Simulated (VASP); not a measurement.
# Ti (P6_3/mmc) in VASP: notebook

Ti is run at these levels: LDA; tasks: single point.

All numbers are computed with VASP 6.6.1; they aren't measurements. Logs are shortened: lines on timing, memory, paths and dates and some standing lists are left out, and cuts for length are marked.

### 1 The cell of the first run

The structure is hexagonal, space group P6_3/mmc (No. 194). Conventional cell: a = 3.114 Å, b = 3.114 Å, c = 4.205 Å, α = 90.00°, β = 90.00°, γ = 120.00°. Ti (site symmetry -6m2) has 12 Ti at 2.77 to 3.11 Å within 3.6 Å.

### 2 Single point, LDA

INCAR reads:

```
ALGO     = Fast           # electronic algorithm
EDIFF    = 1E-6           # SCF threshold, eV
ENCUT    = 520            # plane-wave cutoff, eV
GGA      = CA             # functional
ISIF     = 2              # what is computed and relaxed
ISMEAR   = 0              # smearing method
LASPH    = True           # aspherical terms in the spheres
LCHARG   = True           # write CHGCAR
LELF     = True           # ELF
LREAL    = False          # projectors in reciprocal space
LVHAR    = True         
LWAVE    = False          # write WAVECAR
NBANDS   = 19             # bands
NELM     = 80             # most SCF steps
PREC     = Accurate       # precision mode
SIGMA    = 0.15           # smearing width, eV
```

KPOINTS reads:

```
k-points
0
Gamma
  21 21 12
```

POSCAR reads:

```
Ti
1.0
    3.1142159576      0.0000000000      0.0000000000
   -1.5571079788      2.6969901322      0.0000000000
    0.0000000000      0.0000000000      4.2048279924
Ti
2
Direct
    0.3333333333      0.6666666667      0.2500000000
    0.6666666667      0.3333333333      0.7500000000
```

Potentials or basis: VASP PAW LDA potentials, release 64 (Ti_sv).

Started as:

```console
$ cat potpaw_LDA.64/Ti_sv/POTCAR > POTCAR
$ mpirun -np 1 vasp_std > vasp.out
```

OUTCAR:

```text
EDIFF = 1E-6
   ENCUT = 520
   GGA = CA
   ISIF = 2
   ISMEAR = 0
   LASPH = True
   LREAL = False
   NELM = 80
   PREC = Accurate

 ion  position               nearest neighbor table
   1  0.333  0.667  0.250-   2 2.77   2 2.77   2 2.77   2 2.77   2 2.77   2 2.77
   2  0.667  0.333  0.750-   1 2.77   1 2.77   1 2.77   1 2.77   1 2.77   1 2.77

  LATTYP: Found a hexagonal cell.
 ALAT       =     3.1142159576
 C/A-ratio  =     1.3502043691

  Lattice vectors:

 A1 = (   3.1142159576,   0.0000000000,   0.0000000000)
 A2 = (  -1.5571079788,   2.6969901322,   0.0000000000)
 A3 = (   0.0000000000,   0.0000000000,   4.2048279924)

Analysis of symmetry for initial positions (statically):
=====================================================================
 Subroutine PRICEL returns:
 Original cell was already a primitive cell.

 Routine SETGRP: Setting up the symmetry group for a
 hexagonal supercell.

 Subroutine GETGRP returns: Found 24 space group operations
 (whereof 12 operations were pure point group operations)
 out of a pool of 24 trial point group operations.

The static configuration has the point symmetry D_3d.
 The point group associated with its full space group is D_6h.

Analysis of symmetry for dynamics (positions and initial velocities):
=====================================================================
 Subroutine PRICEL returns:
 Original cell was already a primitive cell.

 Routine SETGRP: Setting up the symmetry group for a
 hexagonal supercell.

 Subroutine GETGRP returns: Found 24 space group operations
 (whereof 12 operations were pure point group operations)
 out of a pool of 24 trial point group operations.

The dynamic configuration has the point symmetry D_3d.
 The point group associated with its full space group is D_6h.

 Subroutine INISYM returns: Found 24 space group operations
 (whereof 12 operations are pure point group operations),
 and found     1 'primitive' translations

----------------------------------------------------------------------------------------

                                     Primitive cell

  volume of cell :      35.3164

  direct lattice vectors                    reciprocal lattice vectors
     3.114215958  0.000000000  0.000000000     0.321108110  0.185391854  0.000000000
    -1.557107979  2.696990132  0.000000000     0.000000000  0.370783707  0.000000000
     0.000000000  0.000000000  4.204827992     0.000000000  0.000000000  0.237821857

  length of vectors
     3.114215958  3.114215958  4.204827992     0.370783707  0.370783707  0.237821857

  position of ions in fractional coordinates (direct lattice)
     0.333333333  0.666666667  0.250000000
     0.666666667  0.333333333  0.750000000

  ion indices of the primitive-cell ions
   primitive index   ion index
                 1           1
                 2           2

----------------------------------------------------------------------------------------

 KPOINTS: k-points

Automatic generation of k-mesh.
 Grid dimensions read from file:
 generate k-points for:   21   21   12

 Generating k-lattice:

  Cartesian coordinates                     Fractional coordinates (reciprocal lattice)
     0.015290862  0.008828184  0.000000000     0.047619048 -0.000000000  0.000000000
     0.000000000  0.017656367  0.000000000     0.000000000  0.047619048  0.000000000
     0.000000000  0.000000000  0.019818488     0.000000000  0.000000000  0.083333333

  Length of vectors
     0.017656367  0.017656367  0.019818488

  Shift w.r.t. Gamma in fractional coordinates (k-lattice)
     0.000000000  0.000000000  0.000000000

 Subroutine IBZKPT returns following result:
 ===========================================

 Found    336 irreducible k-points:

 Following reciprocal coordinates:
            Coordinates               Weight
  0.000000  0.000000  0.000000      1.000000
  0.047619  0.000000  0.000000      6.000000
  0.095238  0.000000  0.000000      6.000000
  0.142857  0.000000  0.000000      6.000000
  0.190476  0.000000  0.000000      6.000000
  0.238095  0.000000  0.000000      6.000000
[... 16 lines left out ...]
  0.142857  0.095238  0.000000     12.000000
  0.190476  0.095238  0.000000     12.000000
 [... further k-points ...]
   k-points           NKPTS =    336   k-points in BZ     NKDIM =    336   number of bands    NBANDS=     19
   number of dos      NEDOS =    301   number of ions     NIONS =      2
   total plane-waves  NPLWV =  18432
   dimension x,y,z NGX =    24 NGY =   24 NGZ =   32
   dimension x,y,z NGXF=    48 NGYF=   48 NGZF=   64
   ions per type =               2
   NGX,Y,Z   is equivalent  to a cutoff of  12.81, 12.81, 12.65 a.u.
   NGXF,Y,Z  is equivalent  to a cutoff of  25.62, 25.62, 25.30 a.u.
 SYSTEM =  unknown system
   PREC   = accura    normal or accurate (medium, high low for compatibility)
   ISTART =      0    job   : 0-new  1-cont  2-samecut
   ICHARG =      2    charge: 1-file 2-atom 10-const
   ISPIN  =      1    spin polarized calculation?
   LNONCOLLINEAR =      F non collinear calculations
   LSORBIT =      F    spin-orbit coupling
   LASPH  =      T    aspherical Exc in radial PAW
   ENCUT  =  520.0 eV  38.22 Ry    6.18 a.u.   5.79  5.79  7.82*2*pi/ulx,y,z
   NELM   =     80;   NELMIN=  2; NELMDL= -5     # of ELM steps
   EDIFF  = 0.1E-05   stopping-criterion for ELM
   LREAL  =      F    real-space projection
   EDIFFG = 0.1E-04   stopping-criterion for IOM
   NSW    =      0    number of steps for IOM
   IBRION =     -1    ionic relax: 0-MD 1-quasi-New 2-CG
   NFREE  =      0    steps in history (QN), initial steepest desc. (CG)
   ISIF   =      2    stress and relaxation
   ISYM   =      2    0-nonsym 1-usesym 2-fastsym
   POTIM  = 0.5000    time-step for ionic-motion
   TEBEG  =    0.0;   TEEND  =   0.0 temperature during run
   PSTRESS=    0.0 pullay stress
   NELECT =      24.0000    total number of electrons
   NUPDOWN=      -1.0000    fix difference up-down
   EMIN   =  10.00;   EMAX   =-10.00  energy-range for DOS
   EFERMI =   0.00;   METHOD = LEGACY
   ISMEAR =     0;   SIGMA  =   0.15  broadening in eV -4-tet -1-fermi 0-gaus
   EFERMI_NEDOS =   21; number of points for ismear=-14 and -15
   IALGO  =     68    algorithm
   IMIX   =      4    mixing-type and parameters
     AMIX     =   0.40;   BMIX     =  1.00
     AMIX_MAG =   1.60;   BMIX_MAG =  1.00
  volume/ion in A,a.u.               =      17.66       119.16
  Fermi-wavevector in a.u.,A,eV,Ry     =   1.439306  2.719894 28.185854  2.071602
  Thomas-Fermi vector in A             =   2.558176
   LORBIT       =      0    0 simple, 1 ext, 2 COOP (PROOUT), +10 PAW based schemes
   GGA     = CA    functional components
   LHFCALC =     F    Hartree Fock is set to
   AEXX    =    0.0000 exact exchange contribution
   IVDW    =     0    specifies the selected vdW correction
   LEPSILON=     F    determine dielectric tensor
   LRPA    =     F    only Hartree local field effects (RPA)
 non-spin polarized calculation
 RMM-DIIS sequential band-by-band and
 Gauss-broadening in eV      SIGMA  =   0.15
  energy-cutoff  :      520.00
  volume of cell :       35.32
 maximum number of plane-waves:       968
 NGX is ok and might be reduce to    24

 number of electron      23.9999997 magnetization

 Free energy of the ion-electron system (eV)
  ---------------------------------------------------
  ext. energy  EPLUGINS =         0.00000000
  ---------------------------------------------------
  free energy    TOTEN  =       -16.86112617 eV

  energy without entropy =      -16.83321099  energy(sigma->0) =      -16.84716858

 E-fermi :   7.8330     XC(G=0): -11.6886

 val. band max:        7.8305435480   @ k =   0.3810   0.0000   0.0833
 cond. band min:       7.8336005030   @ k =   0.1429   0.0000   0.0000
 fundamental gap:      0.0030569550
 Fermi energy:         7.8330301978

 k-point     1 :       0.0000    0.0000    0.0000
  band No.  band energies     occupation
      1     -48.3166      2.00000
      2     -48.0914      2.00000
      3     -25.3581      2.00000
      4     -24.7616      2.00000
      5     -24.7616      2.00000
      6     -24.5539      2.00000
[... 11 lines left out ...]
     18      10.4273      0.00000
     19      10.9784      0.00000

 k-point     2 :       0.0476    0.0000    0.0000
  band No.  band energies     occupation
      1     -48.3147      2.00000
      2     -48.0917      2.00000
      3     -25.3530      2.00000
      4     -24.7674      2.00000
      5     -24.7647      2.00000
      6     -24.5607      2.00000
[... 11 lines left out ...]
     18      10.0374      0.00000
     19      11.0048      0.00000

 k-point     3 :       0.0952    0.0000    0.0000
  band No.  band energies     occupation
      1     -48.3090      2.00000
      2     -48.0926      2.00000
      3     -25.3379      2.00000
      4     -24.7842      2.00000
      5     -24.7736      2.00000
      6     -24.5803      2.00000
[... 11 lines left out ...]
     18       9.8964      0.00000
     19      11.0768      0.00000

 k-point     4 :       0.1429    0.0000    0.0000
  band No.  band energies     occupation
      1     -48.2999      2.00000
      2     -48.0943      2.00000
      3     -25.3134      2.00000
      4     -24.8108      2.00000
      5     -24.7871      2.00000
      6     -24.6106      2.00000
[... 407 lines left out ...]
     18      10.1541      0.00000
     19      11.2304      0.00000

 k-point    23 :       0.1429    0.0952    0.0000
  band No.  band energies     occupation
      1     -48.2828      2.00000
      2     -48.0981      2.00000
      3     -25.2666      2.00000
      4     -24.8466      2.00000
      5     -24.8263      2.00000
      6     -24.6531      2.00000
[... 11 lines left out ...]
     18      10.3179      0.00000
     19      11.3333      0.00000

 k-point    24 :       0.1905    0.0952    0.0000
  band No.  band energies     occupation
      1     -48.2687      2.00000
      2     -48.1019      2.00000
      3     -25.2272      2.00000
      4     -24.8833      2.00000
      5     -24.8469      2.00000
      6     -24.6873      2.00000
[... 11 lines left out ...]
     18      10.4922      0.00000
     19      11.4363      0.00000

 [... further k-points ...]

------------------------ aborting loop because EDIFF is reached ----------------------------------------

  FORCE on cell =-STRESS in cart. coord.  units (eV):
  Direction    XX          YY          ZZ          XY          YZ          ZX
  --------------------------------------------------------------------------------------
  -------------------------------------------------------------------------------------
  Total       -2.8311112     -2.8311112     -0.3375162      0.0000000      0.0000000     -0.0000000
  in kB     -128.4373052   -128.4373052    -15.3118912      0.0000000      0.0000000     -0.0000000
  external PRESSURE =     -90.7288339 kB  Pullay stress =       0.0000000 kB

 VOLUME and BASIS-vectors are now :
 -----------------------------------------------------------------------------
  energy-cutoff  :      520.00
  volume of cell :       35.32
      direct lattice vectors                 reciprocal lattice vectors
     3.114215958  0.000000000  0.000000000     0.321108110  0.185391854  0.000000000
    -1.557107979  2.696990132  0.000000000     0.000000000  0.370783707  0.000000000
     0.000000000  0.000000000  4.204827992     0.000000000  0.000000000  0.237821857

 POSITION                                       TOTAL-FORCE (eV/Angst)
 -----------------------------------------------------------------------------------
     -0.00000      1.79799      1.05121         0.000000     -0.000000      0.000000
      1.55711      0.89900      3.15362        -0.000000      0.000000      0.000000
 -----------------------------------------------------------------------------------
    total drift:                                0.000000     -0.000000      0.000000

  FREE ENERGIE OF THE ION-ELECTRON SYSTEM (eV)
  ---------------------------------------------------
  free  energy   TOTEN  =       -16.8611261655 eV

  energy  without entropy=      -16.8332109926  energy(sigma->0) =      -16.84716858
```

It took 4.8 min on 1 thread of AMD EPYC 9R45 (Zen 5), shared host; peak memory 0.25 GiB.

What came out:

- Free energy: -16.8611 eV
- Pressure: -9.1 GPa
- Band gap on the k mesh: zero (bands 12 and 13 overlap by 0.92 eV)

Stress tensor (GPa, compression positive):
```
-12.84   0.00   0.00
  0.00 -12.84   0.00
  0.00   0.00  -1.53
```

Levels at points of the mesh, in eV from the Fermi level:
| k point | band 8 | band 9 | band 10 | band 11 | band 12 | band 13 | band 14 | band 15 | band 16 | band 17 |
| --- | --- | --- | --- | --- | --- | --- | --- | --- | --- | --- |
| (0.00, 0.00, 0.00) | -32.30 | -5.97 | -2.54 | 0.58 | 0.58 | 0.91 | 0.91 | 1.35 | 1.35 | 1.86 |
| (0.00, 0.00, 0.50) | -32.49 | -3.76 | -3.76 | 0.17 | 0.17 | 0.17 | 0.17 | 0.83 | 0.83 | 2.98 |

Caveat: the cell stands under tension.

### 3 Single point, LDA

This run uses another cell than the first one, of the same volume but with other edges.

INCAR reads:

```
PREC     = Accurate       # precision mode
ENCUT    = 520            # plane-wave cutoff, eV
EDIFF    = 1E-6           # SCF threshold, eV
ISMEAR   = 0              # smearing method
SIGMA    = 0.15           # smearing width, eV
LREAL    = False          # projectors in reciprocal space
LASPH    = True           # aspherical terms in the spheres
NELM     = 80             # most SCF steps
ALGO     = Fast           # electronic algorithm
ISIF     = 2              # what is computed and relaxed
LWAVE    = False          # write WAVECAR
LCHARG   = False          # write CHGCAR
NBANDS   = 19             # bands
```

KPOINTS reads:

```
Automatic mesh
0
Gamma
  21 21 12
```

POSCAR reads:

```
Ti
1.0
    2.7760542717      0.0000000000      0.0000000000
   -1.3880271359      2.4041335216      0.0000000000
    0.0000000000      0.0000000000      5.2916337976
Ti
2
Direct
    0.3333333333      0.6666666667      0.2500000000
    0.6666666667      0.3333333333      0.7500000000
```

Potentials or basis: VASP PAW LDA potentials, release 64 (Ti_sv).

Started as:

```console
$ cat potpaw_LDA.64/Ti_sv/POTCAR > POTCAR
$ mpirun -np 1 vasp_std > vasp.out
```

Run time: 6.2 min. Hardware: 1 thread of AMD EPYC 9R45 (Zen 5), shared host; peak memory 0.25 GiB.

Results (log left out):

- Free energy: -16.8148 eV
- Pressure: -9.9 GPa
- Band gap on the k mesh: zero (bands 12 and 13 overlap by 0.26 eV)

Stress tensor (GPa, compression positive):
```
 -6.31   0.00   0.00
  0.00  -6.31   0.00
  0.00   0.00 -17.21
```

Levels at points of the mesh, in eV from the Fermi level:
```
           k point  band 10  band 11  band 12  band 13  band 14  band 15
(0.00, 0.00, 0.00)    -2.82    -0.47    -0.14     1.01     1.01     1.23
(0.00, 0.00, 0.50)    -4.54    -0.54    -0.54     1.05     1.05     1.05
```

Caveat: the cell stands under tension.

### 4 Single point, LDA

This run uses another cell than the first one, of the same volume but with other edges.

INCAR reads:

```
SYSTEM = Ti
ALGO     = Fast           ! electronic algorithm
EDIFF    = 1E-6           ! SCF threshold, eV
ENCUT    = 520            ! plane-wave cutoff, eV
GGA      = CA             ! functional
ISIF     = 2              ! what is computed and relaxed
ISMEAR   = 0              ! smearing method
LASPH    = .TRUE.         ! aspherical terms in the spheres
LCHARG   = .FALSE.        ! write CHGCAR
LREAL    = .FALSE.        ! projectors in reciprocal space
LWAVE    = .FALSE.        ! write WAVECAR
NBANDS   = 19             ! bands
NELM     = 80             ! most SCF steps
PREC     = Accurate       ! precision mode
SIGMA    = 0.15           ! smearing width, eV
```

KPOINTS reads:

```
k-points
0
G
  21 21 12
  0 0 0
```

POSCAR reads:

```
Ti
1.0
    3.0331397821      0.0000000000      0.0000000000
   -1.5165698910      2.6267761045      0.0000000000
    0.0000000000      0.0000000000      4.4326234106
Ti
2
Direct
    0.3333333333      0.6666666667      0.2500000000
    0.6666666667      0.3333333333      0.7500000000
```

Started as:

```console
$ cat potpaw_LDA.64/Ti_sv/POTCAR > POTCAR
$ mpirun -np 1 vasp_std > vasp.out
```

Wall time 5.8 min (1 thread of AMD EPYC 9R45 (Zen 5), shared host); peak memory 0.26 GiB.

It converged, with:

| Item | Value |
| --- | --- |
| Free energy | -16.9678 eV |
| Pressure | -9.6 GPa |
| Band gap on the k mesh | zero (bands 12 and 13 overlap by 1.08 eV) |

Stress tensor (GPa, compression positive):
```
-11.88   0.00   0.00
  0.00 -11.88   0.00
  0.00   0.00  -5.15
```

Levels at points of the mesh, in eV from the Fermi level:
| k point | band 8 | band 9 | band 10 | band 11 | band 12 | band 13 | band 14 | band 15 | band 16 | band 17 |
| --- | --- | --- | --- | --- | --- | --- | --- | --- | --- | --- |
| (0.00, 0.00, 0.00) | -32.42 | -6.07 | -2.60 | 0.63 | 0.63 | 1.17 | 1.17 | 1.26 | 1.26 | 1.34 |
| (0.00, 0.00, 0.50) | -32.52 | -4.05 | -4.05 | 0.39 | 0.39 | 0.39 | 0.39 | 0.41 | 0.41 | 2.77 |

Caveat: the cell stands under tension.

### 5 Overview

| cell | gap on the mesh (eV) | pressure (GPa) |
| --- | --- | --- |
| a = 3.114, b = 3.114, c = 4.205 Å, angles 90.0, 90.0, 120.0°, 2 atoms | none | -9.1 |
| a = 2.776, b = 2.776, c = 5.292 Å, angles 90.0, 90.0, 120.0°, 2 atoms | none | -9.9 |
| a = 3.033, b = 3.033, c = 4.433 Å, angles 90.0, 90.0, 120.0°, 2 atoms | none | -9.6 |

Alike in all rows: task single point; level LDA; potentials or basis VASP PAW LDA potentials, release 64 (Ti_sv); no spin polarisation; k mesh 21 × 21 × 12; cutoff (eV) 520; smearing gaussian 0.15 eV.

Caveats: the cell stands under tension.

Absolute energies hang on the potentials; compare differences alone.
